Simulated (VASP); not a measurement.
# Ti6S in VASP: a series of runs

Runs on Ti6S. Level: PBE. Tasks: single point.

Program: VASP 6.6.1. These are calculated values, not measurements. Logs are shortened: lines on timing, memory, paths and dates and some standing lists are left out, and cuts for length are marked.

### Step 1. The cell of the first run

The cell holds a slab with vacuum, 7 atoms: a = 2.832 Å, b = 4.579 Å, c = 22.051 Å, α = 90.00°, β = 90.00°, γ = 90.00°.

### Step 2. Single point, PBE

The input, INCAR:

```
SYSTEM = Ti6S
PREC = Accurate
ENCUT = 520
EDIFF = 1E-6
ISMEAR = 0
SIGMA = 0.1
LREAL = .FALSE.
LASPH = .TRUE.
NELM = 100
ALGO = Normal
ISIF = 2
LWAVE = .FALSE.
LCHARG = .FALSE.
LDIPOL = .TRUE.
IDIPOL = 3
DIPOL = 0.5 0.5 0.361
GGA = PE
NBANDS = 48
```

The input, KPOINTS:

```
Automatic mesh
0
G
  9 6 1
  0 0 0
```

The input, POSCAR:

```
Ti6S
1.0
    2.8319727860      0.0000000000      0.0000000000
    0.0000000000      4.5793473380      0.0000000000
    0.0000000000      0.0000000000     22.0506909065
Ti S
6 1
Direct
    0.5000000000      0.0000000000      0.1814002118
    0.0000000000      0.5000000000      0.2413504290
    0.5000000000      0.0000000000      0.3013006462
    0.5000000000      0.5000000000      0.3625816208
    0.0000000000      0.0000000000      0.4208167734
    0.5000000000      0.5000000000      0.4784743912
    0.8333333333      0.8000000000      0.5403819474
```

Potentials or basis: VASP PAW PBE potentials, release 64 (Ti_sv, S).

Run with:

```bash
> cat potpaw_PBE.64/Ti_sv/POTCAR potpaw_PBE.64/S/POTCAR > POTCAR
> mpirun -np 1 vasp_std > vasp.out
```

OUTCAR:

```text
SYSTEM = Ti6S
   PREC = Accurate
   ENCUT = 520
   EDIFF = 1E-6
   ISMEAR = 0
   LREAL = .FALSE.
   LASPH = .TRUE.
   NELM = 100
   ISIF = 2
   GGA = PE

 ion  position               nearest neighbor table
   1  0.500  0.000  0.181-   3 2.64
   2  0.000  0.500  0.241-
   3  0.500  0.000  0.301-   1 2.64   4 2.66   4 2.66
   4  0.500  0.500  0.363-   6 2.56   3 2.66   3 2.66
   5  0.000  0.000  0.421-   7 2.83
   6  0.500  0.500  0.478-   7 2.15   4 2.56   7 2.70
   7  0.833  0.800  0.540-   6 2.15   6 2.70   5 2.83

  LATTYP: Found a simple orthorhombic cell.
 ALAT       =     2.8319727860
 B/A-ratio  =     1.6170167173
 C/A-ratio  =     7.7863357358

  Lattice vectors:

 A1 = (   2.8319727860,   0.0000000000,   0.0000000000)
 A2 = (   0.0000000000,   4.5793473380,   0.0000000000)
 A3 = (   0.0000000000,   0.0000000000,  22.0506909065)

Analysis of symmetry for initial positions (statically):
=====================================================================
 Subroutine PRICEL returns:
 Original cell was already a primitive cell.

 Routine SETGRP: Setting up the symmetry group for a
 simple orthorhombic supercell.

 Subroutine GETGRP returns: Found  1 space group operations
 (whereof  1 operations were pure point group operations)
 out of a pool of  8 trial point group operations.

The static configuration has the point symmetry C_1 .

Analysis of symmetry for dynamics (positions and initial velocities):
=====================================================================
 Subroutine PRICEL returns:
 Original cell was already a primitive cell.

 Routine SETGRP: Setting up the symmetry group for a
 simple orthorhombic supercell.

 Subroutine GETGRP returns: Found  1 space group operations
 (whereof  1 operations were pure point group operations)
 out of a pool of  8 trial point group operations.

The dynamic configuration has the point symmetry C_1 .

 Subroutine INISYM returns: Found  1 space group operations
 (whereof  1 operations are pure point group operations),
 and found     1 'primitive' translations

----------------------------------------------------------------------------------------

                                     Primitive cell

  volume of cell :     285.9663

  direct lattice vectors                    reciprocal lattice vectors
     2.831972786  0.000000000  0.000000000     0.353110738  0.000000000  0.000000000
     0.000000000  4.579347338  0.000000000     0.000000000  0.218371730  0.000000000
     0.000000000  0.000000000 22.050690907     0.000000000  0.000000000  0.045350053

  length of vectors
     2.831972786  4.579347338 22.050690907     0.353110738  0.218371730  0.045350053

  position of ions in fractional coordinates (direct lattice)
     0.500000000  0.000000000  0.181400212
     0.000000000  0.500000000  0.241350429
     0.500000000  0.000000000  0.301300646
     0.500000000  0.500000000  0.362581621
     0.000000000  0.000000000  0.420816773
     0.500000000  0.500000000  0.478474391
     0.833333333  0.800000000  0.540381947

  ion indices of the primitive-cell ions
   primitive index   ion index
                 1           1
                 2           2
                 3           3
                 4           4
                 5           5
                 6           6
                 7           7

----------------------------------------------------------------------------------------

 KPOINTS: Automatic mesh

Automatic generation of k-mesh.
 Grid dimensions read from file:
 generate k-points for:    9    6    1

 Generating k-lattice:

  Cartesian coordinates                     Fractional coordinates (reciprocal lattice)
     0.039234526  0.000000000  0.000000000     0.111111111  0.000000000  0.000000000
     0.000000000  0.036395288  0.000000000     0.000000000  0.166666667  0.000000000
     0.000000000  0.000000000  0.045350053     0.000000000  0.000000000  1.000000000

  Length of vectors
     0.039234526  0.036395288  0.045350053

  Shift w.r.t. Gamma in fractional coordinates (k-lattice)
     0.000000000  0.000000000  0.000000000

 Subroutine IBZKPT returns following result:
 ===========================================

 Found     28 irreducible k-points:

 Following reciprocal coordinates:
            Coordinates               Weight
  0.000000  0.000000  0.000000      1.000000
  0.111111  0.000000  0.000000      2.000000
  0.222222  0.000000  0.000000      2.000000
  0.333333  0.000000  0.000000      2.000000
  0.444444  0.000000  0.000000      2.000000
  0.000000  0.166667  0.000000      2.000000
[... 16 lines left out ...]
  0.444444 -0.333333  0.000000      2.000000
  0.000000  0.500000  0.000000      1.000000
 [... further k-points ...]
   k-points           NKPTS =     28   k-points in BZ     NKDIM =     28   number of bands    NBANDS=     48
   number of dos      NEDOS =    301   number of ions     NIONS =      7
   total plane-waves  NPLWV = 145152
   dimension x,y,z NGX =    24 NGY =   36 NGZ =  168
   dimension x,y,z NGXF=    48 NGYF=   72 NGZF=  336
   ions per type =               6   1
   NGX,Y,Z   is equivalent  to a cutoff of  14.09, 13.07, 12.67 a.u.
   NGXF,Y,Z  is equivalent  to a cutoff of  28.18, 26.14, 25.33 a.u.
 SYSTEM =  Ti6S
   PREC   = accura    normal or accurate (medium, high low for compatibility)
   ISTART =      0    job   : 0-new  1-cont  2-samecut
   ICHARG =      2    charge: 1-file 2-atom 10-const
   ISPIN  =      1    spin polarized calculation?
   LNONCOLLINEAR =      F non collinear calculations
   LSORBIT =      F    spin-orbit coupling
   LASPH  =      T    aspherical Exc in radial PAW
   ENCUT  =  520.0 eV  38.22 Ry    6.18 a.u.   5.27  8.51 41.00*2*pi/ulx,y,z
   NELM   =    100;   NELMIN=  2; NELMDL= -5     # of ELM steps
   EDIFF  = 0.1E-05   stopping-criterion for ELM
   LREAL  =      F    real-space projection
[... 7 lines left out ...]
   TEBEG  =    0.0;   TEEND  =   0.0 temperature during run
   PSTRESS=    0.0 pullay stress
   NELECT =      78.0000    total number of electrons
   NUPDOWN=      -1.0000    fix difference up-down
   EMIN   =  10.00;   EMAX   =-10.00  energy-range for DOS
   EFERMI =   0.00;   METHOD = LEGACY
   ISMEAR =     0;   SIGMA  =   0.10  broadening in eV -4-tet -1-fermi 0-gaus
   EFERMI_NEDOS =   21; number of points for ismear=-14 and -15
   IALGO  =     38    algorithm
   IMIX   =      4    mixing-type and parameters
     AMIX     =   0.40;   BMIX     =  1.00
     AMIX_MAG =   1.60;   BMIX_MAG =  1.00
  volume/ion in A,a.u.               =      40.85       275.69
  Fermi-wavevector in a.u.,A,eV,Ry     =   1.061699  2.006320 15.336552  1.127205
  Thomas-Fermi vector in A             =   2.197124
   LORBIT       =      0    0 simple, 1 ext, 2 COOP (PROOUT), +10 PAW based schemes
   GGA     = PE    functional components
   LHFCALC =     F    Hartree Fock is set to
   AEXX    =    0.0000 exact exchange contribution
   IVDW    =     0    specifies the selected vdW correction
   LEPSILON=     F    determine dielectric tensor
   LRPA    =     F    only Hartree local field effects (RPA)
 non-spin polarized calculation
 Gauss-broadening in eV      SIGMA  =   0.10
  energy-cutoff  :      520.00
  volume of cell :      285.97
 maximum number of plane-waves:      7748
 NGX is ok and might be reduce to    24
   NGX = 11   NGY = 17   NGZ = 81

 dipolmoment           0.000000      0.000000     -0.047987 electrons x Angstroem

 number of electron      77.9999999 magnetization

 dipolmoment           0.000000      0.000000      0.113340 electrons x Angstroem

 Free energy of the ion-electron system (eV)
  ---------------------------------------------------
  ext. energy  EPLUGINS =         0.00000000
  ---------------------------------------------------
  free energy    TOTEN  =       -49.73255097 eV

  energy without entropy =      -49.67944327  energy(sigma->0) =      -49.70599712

 E-fermi :   1.0678     XC(G=0):  -5.6420

 val. band max:        1.0621562020   @ k =   0.4444  -0.3333   0.0000
 cond. band min:       1.0807254665   @ k =   0.3333   0.1667   0.0000
 fundamental gap:      0.0185692645
 Fermi energy:         1.0677962764

 k-point     1 :       0.0000    0.0000    0.0000
  band No.  band energies     occupation
      1     -55.8834      2.00000
      2     -55.7908      2.00000
      3     -55.7808      2.00000
      4     -55.7169      2.00000
      5     -55.5232      2.00000
      6     -55.4116      2.00000
[... 40 lines left out ...]
     47       2.4096      0.00000
     48       2.5531      0.00000

 k-point     2 :       0.1111    0.0000    0.0000
  band No.  band energies     occupation
      1     -55.8762      2.00000
      2     -55.7826      2.00000
      3     -55.7751      2.00000
      4     -55.7122      2.00000
      5     -55.5174      2.00000
      6     -55.4055      2.00000
[... 40 lines left out ...]
     47       2.2815      0.00000
     48       2.4824      0.00000

 k-point     3 :       0.2222    0.0000    0.0000
  band No.  band energies     occupation
      1     -55.8576      2.00000
      2     -55.7632      2.00000
      3     -55.7583      2.00000
      4     -55.7009      2.00000
      5     -55.5027      2.00000
      6     -55.3900      2.00000
[... 40 lines left out ...]
     47       2.3966      0.00000
     48       2.5867      0.00000

 k-point     4 :       0.3333    0.0000    0.0000
  band No.  band energies     occupation
      1     -55.8363      2.00000
      2     -55.7464      2.00000
      3     -55.7324      2.00000
      4     -55.6897      2.00000
      5     -55.4859      2.00000
      6     -55.3723      2.00000
[... 958 lines left out ...]
     47       2.4650      0.00000
     48       2.5412      0.00000

 k-point    23 :       0.4444   -0.3333    0.0000
  band No.  band energies     occupation
      1     -55.8219      2.00000
      2     -55.7362      2.00000
      3     -55.7114      2.00000
      4     -55.6855      2.00000
      5     -55.4516      2.00000
      6     -55.3847      2.00000
[... 40 lines left out ...]
     47       2.4797      0.00000
     48       2.5257      0.00000

 k-point    24 :       0.0000    0.5000    0.0000
  band No.  band energies     occupation
      1     -55.8741      2.00000
      2     -55.7887      2.00000
      3     -55.7650      2.00000
      4     -55.7390      2.00000
      5     -55.4904      2.00000
      6     -55.4505      2.00000
[... 40 lines left out ...]
     47       2.4032      0.00000
     48       2.5020      0.00000

 [... further k-points ...]

------------------------ aborting loop because EDIFF is reached ----------------------------------------

 vacuum level on the upper side and lower side of the slab       (xc-potential included)         0.766        -0.850

  FORCE on cell =-STRESS in cart. coord.  units (eV):
  Direction    XX          YY          ZZ          XY          YZ          ZX
  --------------------------------------------------------------------------------------
  -------------------------------------------------------------------------------------
  Total        0.4683114     -2.6984290     -0.8642995      1.2901376      1.8983735      1.7287842
  in kB        2.6237984    -15.1184307     -4.8423927      7.2282264     10.6359770      9.6858227
  external PRESSURE =      -5.7790083 kB  Pullay stress =       0.0000000 kB

 VOLUME and BASIS-vectors are now :
 -----------------------------------------------------------------------------
  energy-cutoff  :      520.00
  volume of cell :      285.97
      direct lattice vectors                 reciprocal lattice vectors
     2.831972786  0.000000000  0.000000000     0.353110738  0.000000000  0.000000000
     0.000000000  4.579347338  0.000000000     0.000000000  0.218371730  0.000000000
     0.000000000  0.000000000 22.050690907     0.000000000  0.000000000  0.045350053

 POSITION                                       TOTAL-FORCE (eV/Angst)
 -----------------------------------------------------------------------------------
      1.41599      0.00000      4.00000         0.002938      0.025080      0.380922
      0.00000      2.28967      5.32194         0.003010      0.006138      0.020078
      1.41599      0.00000      6.64389         0.021993     -0.111245     -0.388001
      1.41599      2.28967      7.99518        -0.015902      0.094848     -0.098956
      0.00000      0.00000      9.27930        -0.221782     -0.444464     -0.001901
      1.41599      2.28967     10.55069        -0.908722     -0.550038      0.087264
      2.35998      3.66348     11.91580         1.118466      0.979681      0.000593
 -----------------------------------------------------------------------------------
    total drift:                               -0.000021     -0.000077     -0.000020

  FREE ENERGIE OF THE ION-ELECTRON SYSTEM (eV)
  ---------------------------------------------------
  free  energy   TOTEN  =       -49.7325509682 eV

  energy  without entropy=      -49.6794432661  energy(sigma->0) =      -49.70599712

 vacuum level on the upper side and lower side of the slab         5.965         4.331
```

It took 9 min on 1 thread of AMD EPYC 9R45 (Zen 5), shared host; peak memory 0.5 GiB.

Results:

| Quantity | Value |
| --- | --- |
| Free energy | -49.7326 eV |
| Largest force | 1.487 eV/Å |
| Band gap on the k mesh | zero (bands 39 and 40 overlap by 0.18 eV) |

Forces on the atoms (eV/Å):
```
Ti   0.003  0.025  0.381
Ti   0.003  0.006  0.020
Ti   0.022 -0.111 -0.388
Ti  -0.016  0.095 -0.099
Ti  -0.222 -0.444 -0.002
Ti  -0.909 -0.550  0.087
S    1.118  0.980  0.001
```

Levels at points of the mesh, in eV from the Fermi level:
| k point | band 37 | band 38 | band 39 | band 40 | band 41 | band 42 |
| --- | --- | --- | --- | --- | --- | --- |
| (0.00, 0.00, 0.00) | -0.39 | -0.14 | 0.11 | 0.20 | 0.25 | 0.45 |
| (0.00, 0.50, 0.00) | -0.30 | -0.25 | 0.04 | 0.14 | 0.27 | 0.39 |

### Step 3. Single point, PBE

The input, INCAR:

```
ALGO = Normal
DIPOL = 0.5 0.5 0.365
EDIFF = 1E-6
ENCUT = 520
GGA = PE
IDIPOL = 3
ISIF = 2
ISMEAR = 0
LASPH = T
LCHARG = T
LDIPOL = T
LELF = T
LREAL = F
LVACPOTAV = T
LVHAR = T
LWAVE = F
NBANDS = 48
NELM = 80
PREC = Accurate
SIGMA = 0.1
```

The input, KPOINTS:

```
k-points
0
Gamma
  9 6 1
```

POSCAR: that of step 2 with these lines changed.

```diff
@@ -14,2 +14,2 @@
     0.5000000000      0.5000000000      0.4784743912
-    0.8333333333      0.8000000000      0.5403819474
+    0.6666666667      0.6000000000      0.5723342317
```

Potentials or basis: VASP PAW PBE potentials, release 64 (Ti_sv, S).

Run with:

```bash
> cat potpaw_PBE.64/Ti_sv/POTCAR potpaw_PBE.64/S/POTCAR > POTCAR
> mpirun -np 1 vasp_std > vasp.out
```

Run time: 9.6 min. Hardware: 1 thread of AMD EPYC 9R45 (Zen 5), shared host; peak memory 0.5 GiB.

The run converged. Its results:

- Free energy: -48.8479 eV
- Largest force: 0.889 eV/Å
- Band gap on the k mesh: zero (bands 39 and 40 overlap by 0.28 eV)

Forces in eV/Å, atoms in the order of the input:
```
Ti  -0.002  0.013  0.409
Ti   0.006 -0.001 -0.041
Ti   0.018 -0.037 -0.294
Ti  -0.048  0.040 -0.059
Ti  -0.130 -0.165 -0.485
Ti  -0.730  0.070  0.458
S    0.886  0.080  0.012
```

Levels at points of the mesh, in eV from the Fermi level:
| k point | band 37 | band 38 | band 39 | band 40 | band 41 | band 42 |
| --- | --- | --- | --- | --- | --- | --- |
| (0.00, 0.00, 0.00) | -0.47 | -0.14 | 0.09 | 0.20 | 0.25 | 0.35 |
| (0.00, 0.50, 0.00) | -0.25 | -0.21 | 0.11 | 0.26 | 0.35 | 0.51 |

### Step 4. Single point, PBE

The input, INCAR:

```
  PREC = Accurate
  ENCUT = 520
  EDIFF = 1E-7
  ISMEAR = 0
  SIGMA = 0.1
  LREAL = False
  LASPH = True
  NELM = 100
  ALGO = Normal
  ISIF = 2
  LWAVE = False
  LCHARG = False
  LDIPOL = True
  IDIPOL = 3
  DIPOL = 0.5 0.5 0.362
  GGA = PE
  NBANDS = 48
```

The input, KPOINTS:

```
Automatic mesh
0
Gamma
  9 6 1
```

POSCAR: that of step 3 with these lines changed.

```diff
@@ -14,2 +14,2 @@
     0.5000000000      0.5000000000      0.4784743912
-    0.6666666667      0.6000000000      0.5723342317
+    0.6666666667      0.8000000000      0.5509618319
```

Potentials or basis: VASP PAW PBE potentials, release 64 (Ti_sv, S).

Run with:

```bash
> cat potpaw_PBE.64/Ti_sv/POTCAR potpaw_PBE.64/S/POTCAR > POTCAR
> mpirun -np 1 vasp_std > vasp.out
```

OUTCAR:

```text
PREC = Accurate
   ENCUT = 520
   EDIFF = 1E-7
   ISMEAR = 0
   LREAL = False
   LASPH = True
   NELM = 100
   ISIF = 2
   GGA = PE

 ion  position               nearest neighbor table
   1  0.500  0.000  0.181-   3 2.64
   2  0.000  0.500  0.241-
   3  0.500  0.000  0.301-   1 2.64   4 2.66   4 2.66
   4  0.500  0.500  0.363-   6 2.56   3 2.66   3 2.66
   5  0.000  0.000  0.421-
   6  0.500  0.500  0.478-   7 2.16   4 2.56
   7  0.667  0.800  0.551-   6 2.16

  LATTYP: Found a simple orthorhombic cell.
 ALAT       =     2.8319727860
 B/A-ratio  =     1.6170167173
 C/A-ratio  =     7.7863357358

  Lattice vectors:
[... 1435 lines left out ...]
  Total       -1.4660825     -2.8178149     -1.0483802      1.3767383      2.1642798      1.9817113
  in kB       -8.2139891    -15.7873117     -5.8737376      7.7134222     12.1257646     11.1028916
  external PRESSURE =      -9.9583461 kB  Pullay stress =       0.0000000 kB

 VOLUME and BASIS-vectors are now :
 -----------------------------------------------------------------------------
  energy-cutoff  :      520.00
  volume of cell :      285.97
      direct lattice vectors                 reciprocal lattice vectors
     2.831972786  0.000000000  0.000000000     0.353110738  0.000000000  0.000000000
     0.000000000  4.579347338  0.000000000     0.000000000  0.218371730  0.000000000
     0.000000000  0.000000000 22.050690907     0.000000000  0.000000000  0.045350053

 POSITION                                       TOTAL-FORCE (eV/Angst)
 -----------------------------------------------------------------------------------
      1.41599      0.00000      4.00000         0.001681      0.025867      0.394823
      0.00000      2.28967      5.32194         0.006586      0.017695     -0.003512
      1.41599      0.00000      6.64389         0.022987     -0.117944     -0.351383
      1.41599      2.28967      7.99518        -0.048137      0.079445     -0.112244
      0.00000      0.00000      9.27930        -0.243775     -0.450770      0.084346
      1.41599      2.28967     10.55069        -0.792877     -0.552196     -0.012874
      1.88798      3.66348     12.14909         1.053534      0.997903      0.000842
 -----------------------------------------------------------------------------------
    total drift:                               -0.000037     -0.000130     -0.000247

  FREE ENERGIE OF THE ION-ELECTRON SYSTEM (eV)
  ---------------------------------------------------
  free  energy   TOTEN  =       -49.1676047393 eV

  energy  without entropy=      -49.1167179297  energy(sigma->0) =      -49.14216133

 vacuum level on the upper side and lower side of the slab         6.139         4.245
```

stdout:

```text
POSCAR found type information on POSCAR TiS
 POSCAR found :  2 types and       7 ions
 scaLAPACK will be used
 LDA part: xc-table for (Slater+PW92), standard interpolation
 POSCAR, INCAR and KPOINTS ok, starting setup
 FFT: planning ... GRIDC
 FFT: planning ... GRID_SOFT
 FFT: planning ... GRID
 WAVECAR not read
 entering main loop
```

Wall time 9.6 min (1 thread of AMD EPYC 9R45 (Zen 5), shared host); peak memory 0.5 GiB.

Results:

| Property | Result |
| --- | --- |
| Free energy | -49.1676 eV |
| Largest force | 1.451 eV/Å |
| Band gap on the k mesh | zero (bands 39 and 40 overlap by 0.22 eV) |

Forces on the atoms (eV/Å):
```
Ti   0.002  0.026  0.395
Ti   0.007  0.018 -0.004
Ti   0.023 -0.118 -0.351
Ti  -0.048  0.079 -0.112
Ti  -0.244 -0.451  0.084
Ti  -0.793 -0.552 -0.013
S    1.054  0.998  0.001
```

### Step 5. Overview

```csv
cell,gap on the mesh (eV),largest force (eV/Å)
"as given, atomic positions A",none,1.49
"as given, atomic positions B",none,0.89
"as given, atomic positions C",none,1.45
```

Alike in all rows: task single point; level PBE; potentials or basis VASP PAW PBE potentials, release 64 (Ti_sv, S); no spin polarisation; k mesh 9 × 6 × 1; cutoff (eV) 520; smearing gaussian 0.1 eV.

Absolute energies hang on the potentials; compare differences alone.
